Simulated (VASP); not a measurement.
# PbSe (base) (Fm-3m) in VASP: further runs, part 2 of 2

VASP 6.6.1.

### 4 Single point, PBE+D3(BJ)

This run uses another cell than the first one, of 28.85 Å³/atom, 0.977 times its volume.

INCAR

```
SYSTEM = PbSe
ALGO = Normal
EDIFF = 1E-6
ENCUT = 500
GGA = PE
GGA_COMPAT = .False.
ISIF = 2
ISMEAR = 0
IVDW = 12
LASPH = .True.
LCHARG = .False.
LREAL = .False.
LWAVE = .False.
NBANDS = 17
NELM = 120
PREC = Accurate
SIGMA = 0.02
```

KPOINTS

```
k-points
0
Gamma
  10 10 10
  0 0 0
```

POSCAR

```
PbSe
1.0
    0.0000000000      3.0670825470      3.0670825470
    3.0670825470      0.0000000000      3.0670825470
    3.0670825470      3.0670825470      0.0000000000
Pb Se
1 1
Direct
    0.0000000000      0.0000000000      0.0000000000
    0.5000000000      0.5000000000      0.5000000000
```

Potentials or basis: VASP PAW PBE potentials, release 64 (Pb_d, Se).

On the command line:

```
cat potpaw_PBE.64/Pb_d/POTCAR potpaw_PBE.64/Se/POTCAR > POTCAR
mpirun -np 1 vasp_std > vasp.out
```

OUTCAR:

```text
SYSTEM = PbSe
   EDIFF = 1E-6
   ENCUT = 500
   GGA = PE
   ISIF = 2
   ISMEAR = 0
   IVDW = 12
   LASPH = .True.
   LREAL = .False.
   NELM = 120
   PREC = Accurate
 IVDW          = 12

 ion  position               nearest neighbor table
   1  0.000  0.000  0.000-   2 3.07   2 3.07   2 3.07   2 3.07   2 3.07   2 3.07
   2  0.500  0.500  0.500-   1 3.07   1 3.07   1 3.07   1 3.07   1 3.07   1 3.07

  LATTYP: Found a face centered cubic cell.
 ALAT       =     6.1341650940

  Lattice vectors:

 A1 = (   0.0000000000,   3.0670825470,   3.0670825470)
 A2 = (   3.0670825470,   0.0000000000,   3.0670825470)
 A3 = (   3.0670825470,   3.0670825470,   0.0000000000)

[... 664 lines left out ...]

 Edisp (eV)   -0.73185

 E8    (eV) :    -0.3415

  FORCE on cell =-STRESS in cart. coord.  units (eV):
  Direction    XX          YY          ZZ          XY          YZ          ZX
  --------------------------------------------------------------------------------------
  -------------------------------------------------------------------------------------
  Total      -0.00677    -0.00677    -0.00677     0.00000    -0.00000     0.00000
  in kB      -0.18789    -0.18789    -0.18789     0.00000    -0.00000     0.00000
  external pressure =       -0.19 kB  Pullay stress =        0.00 kB

 VOLUME and BASIS-vectors are now :
 -----------------------------------------------------------------------------
  energy-cutoff  :      500.00
  volume of cell :       57.70
      direct lattice vectors                 reciprocal lattice vectors
     0.000000000  3.067082547  3.067082547    -0.163021370  0.163021370  0.163021370
     3.067082547  0.000000000  3.067082547     0.163021370 -0.163021370  0.163021370
     3.067082547  3.067082547  0.000000000     0.163021370  0.163021370 -0.163021370

 POSITION                                       TOTAL-FORCE (eV/Angst)
 -----------------------------------------------------------------------------------
      0.00000      0.00000      0.00000        -0.000000      0.000000      0.000000
      3.06708      3.06708      3.06708         0.000000      0.000000     -0.000000
 -----------------------------------------------------------------------------------
    total drift:                                0.000000     -0.000000     -0.000000

  FREE ENERGIE OF THE ION-ELECTRON SYSTEM (eV)
  ---------------------------------------------------
  free  energy   TOTEN  =        -8.9145892601 eV

  energy  without entropy=       -8.9145892601  energy(sigma->0) =       -8.91458926
```

Wall time 19 s (1 thread of Intel Xeon Platinum 8559C (Emerald Rapids), shared host); peak memory 0.2 GiB.

Results:

| Property | Result |
| --- | --- |
| Free energy | -8.9146 eV |
| Pressure | 0.0 GPa |
| Band gap on the k mesh | 0.31 eV, direct |
| Dispersion energy per atom | -0.366 eV |

Levels at points of the mesh, in eV from the valence-band top:
| k point | band 8 | band 9 | band 10 | band 11 | band 12 | band 13 |
| --- | --- | --- | --- | --- | --- | --- |
| (0.00, 0.00, 0.00) | -1.85 | -1.85 | -1.85 | 4.70 | 4.70 | 4.70 |
| (0.50, 0.00, 0.00) | -1.44 | -1.44 | 0.00 | 0.31 | 1.72 | 1.72 |
| (0.50, 0.50, 0.00) | -4.93 | -3.19 | -3.19 | 3.73 | 5.59 | 5.59 |

Caveat: spin-orbit coupling is left out, which moves the levels of the heavy elements.

### 5 Relaxation of cell and atoms, PBE+D3(BJ)

INCAR

```
ALGO     = Normal         # electronic algorithm
EDIFF    = 1E-7           # SCF threshold, eV
EDIFFG   = -0.002         # ionic threshold
ENCUT    = 500            # plane-wave cutoff, eV
GGA      = PE             # functional
GGA_COMPAT= F            
IBRION   = 2              # ionic algorithm
ISIF     = 3              # what is computed and relaxed
ISMEAR   = 0              # smearing method
IVDW     = 12             # dispersion correction
LASPH    = T              # aspherical terms in the spheres
LCHARG   = F              # write CHGCAR
LREAL    = F              # projectors in reciprocal space
LWAVE    = F              # write WAVECAR
NELM     = 120            # most SCF steps
NELMIN   = 4            
NSW      = 100            # ionic steps
PREC     = Accurate       # precision mode
SIGMA    = 0.02           # smearing width, eV
```

KPOINTS

```
k-points
0
Gamma
  10 10 10
```

POSCAR

```
PbSe
1.0
    0.0000000000      3.0908235400      3.0908235400
    3.0908235400      0.0000000000      3.0908235400
    3.0908235400      3.0908235400      0.0000000000
Pb Se
1 1
Direct
    0.0000000000      0.0000000000      0.0000000000
    0.5000000000      0.5000000000      0.5000000000
```

On the command line:

```
cat potpaw_PBE.64/Pb_d/POTCAR potpaw_PBE.64/Se/POTCAR > POTCAR
mpirun -np 1 vasp_std > vasp.out
```

Run time: 42 s. Hardware: 1 thread of Intel Xeon Platinum 8559C (Emerald Rapids), shared host; peak memory 0.21 GiB.

Results (log left out):

```
Free energy                            : -8.9150 eV
Relaxed volume                         : 28.84 Å³/atom
Relaxed cell                           : a = 4.337 Å, b = 4.337 Å, c = 4.337 Å, α = 60.00°, β = 60.00°, γ = 60.00°
Space group after relaxing (to 0.05 Å) : Fm-3m (No. 225)
Energy gained by relaxing              : 2.5 meV/atom
Ionic steps                            : 3
Pressure after relaxing                : 0.0 GPa
Band gap on the k mesh                 : 0.31 eV, direct
Dispersion energy per atom             : -0.366 eV
```

Step by step:
```
step  energy change (eV)  largest force (eV/Å)  pressure (GPa)  volume (Å³)
   1              0.0000                0.0000           -1.14        59.05
   2             -0.0045                0.0000            0.37        57.28
   3             -0.0050                0.0000            0.00        57.69
```

Final structure:
```
Pb Se
1.0
     0.00000    3.06676    3.06676
     3.06676    0.00000    3.06676
     3.06676    3.06676    0.00000
Pb Se
1 1
Direct
  0.00000 0.00000 0.00000
  0.50000 0.50000 0.50000
```

Levels at points of the mesh, in eV from the valence-band top:
| k point | band 7 | band 8 | band 9 | band 10 | band 11 | band 12 | band 13 | band 14 |
| --- | --- | --- | --- | --- | --- | --- | --- | --- |
| (0.00, 0.00, 0.00) | -6.31 | -1.85 | -1.85 | -1.85 | 4.70 | 4.70 | 4.70 | 6.53 |
| (0.50, 0.00, 0.00) | -8.77 | -1.44 | -1.44 | 0.00 | 0.31 | 1.71 | 1.71 | 8.55 |
| (0.50, 0.50, 0.00) | -7.37 | -4.93 | -3.19 | -3.19 | 3.72 | 5.59 | 5.59 | 6.03 |

Caveat: spin-orbit coupling is left out, which moves the levels of the heavy elements.

### 6 Overview

| task | cell | k mesh | smearing | gap on the mesh (eV) | pressure (GPa) |
| --- | --- | --- | --- | --- | --- |
| single point | a = 4.371 Å, angles 60.0°, 2 atoms | 6 × 6 × 6 | gaussian 0.1 eV | 0.39 | -1.2 |
| single point | a = 4.338 Å, angles 60.0°, 2 atoms | 10 × 10 × 10 | gaussian 0.02 eV | 0.31 | 0.0 |
| relaxation of cell and atoms | relaxed from a = 4.371 Å, angles 60.0°, 2 atoms | 10 × 10 × 10 | gaussian 0.02 eV | 0.31 | 0.0 |

Alike in all rows: level PBE+D3(BJ); potentials or basis VASP PAW PBE potentials, release 64 (Pb_d, Se); no spin polarisation; cutoff (eV) 500.

Caveats: spin-orbit coupling is left out, which moves the levels of the heavy elements.

Total energies depend on the potentials used, so only differences within one code and one set of settings carry meaning.
